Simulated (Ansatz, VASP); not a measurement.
ZrC in VASP and in Ansatz

INCAR

```
ALGO     = Normal         # electronic algorithm
EDIFF    = 1E-6           # SCF threshold, eV
ENCUT    = 520            # plane-wave cutoff, eV
GGA      = PS             # functional
ISIF     = 2              # what is computed and relaxed
ISMEAR   = 0              # smearing method
LASPH    = T              # aspherical terms in the spheres
LCHARG   = T              # write CHGCAR
LELF     = T              # ELF
LREAL    = F              # projectors in reciprocal space
LVHAR    = T            
LWAVE    = F              # write WAVECAR
NBANDS   = 15             # bands
NELM     = 80             # most SCF steps
PREC     = Accurate       # precision mode
SIGMA    = 0.05           # smearing width, eV
```

KPOINTS

```
k-points
0
Gamma
  12 12 12
```

Contents of POSCAR:

```
ZrC
1.0
    0.0000000000      2.3345844199      2.3345844199
    2.3345844199      0.0000000000      2.3345844199
    2.3345844199      2.3345844199      0.0000000000
Zr C
1 1
Direct
    0.5042834176      0.5042834176      0.4957165824
    0.0000000000      0.0000000000      0.0000000000
```

Input for Ansatz:

```yaml
crystal:
  lattice:
    - [0.0, 2.3345844199, 2.3345844199]
    - [2.3345844199, 0.0, 2.3345844199]
    - [2.3345844199, 2.3345844199, 0.0]
  atoms:
    - { symbol: Zr, position: [0.5042834176, 0.5042834176, 0.4957165824] }
    - { symbol: C, position: [0.0, 0.0, 0.0] }
basis:
  ecutwfc: 420
  ecutrho_ratio: 4
kpoints:
  mp_grid: { grid: [12, 12, 12] }
hamiltonian:
  xc: pbesol
scf:
  occupations: { method: gaussian, width: 0.05 }
output:
  forces: true
  stress: true
  eigenvalues: true
```

Alike in both runs: task single point; functional PBEsol; k mesh 12 × 12 × 12; occupations gaussian, width 0.05 eV; no spin polarisation.

```csv
,VASP,Ansatz
version,VASP 6.6.1,Ansatz 0.2.0
potentials or method,"VASP PAW PBE potentials, release 64 (Zr_sv, C), cutoff 520 eV","scalar-relativistic, plane waves, PAW"
valence electrons in the cell,16,16
```

Ansatz gave:

| Property | Result |
| --- | --- |
| pressure (GPa) | 0.1 |
| traceless stress, the component that is largest in VASP (GPa) | 0.08 |
| rms of the force components (eV/Å) | 0.085 |

**Question.** What did VASP give for the same quantities?

**Answer.** Pressure (GPa): 0.4; traceless stress, the component that is largest in VASP (GPa): 0.08; rms of the force components (eV/Å): 0.085.

VASP's potentials were made for PBE, not for PBEsol. Atom by atom the forces differ by 0.001 eV/Å (rms over components).
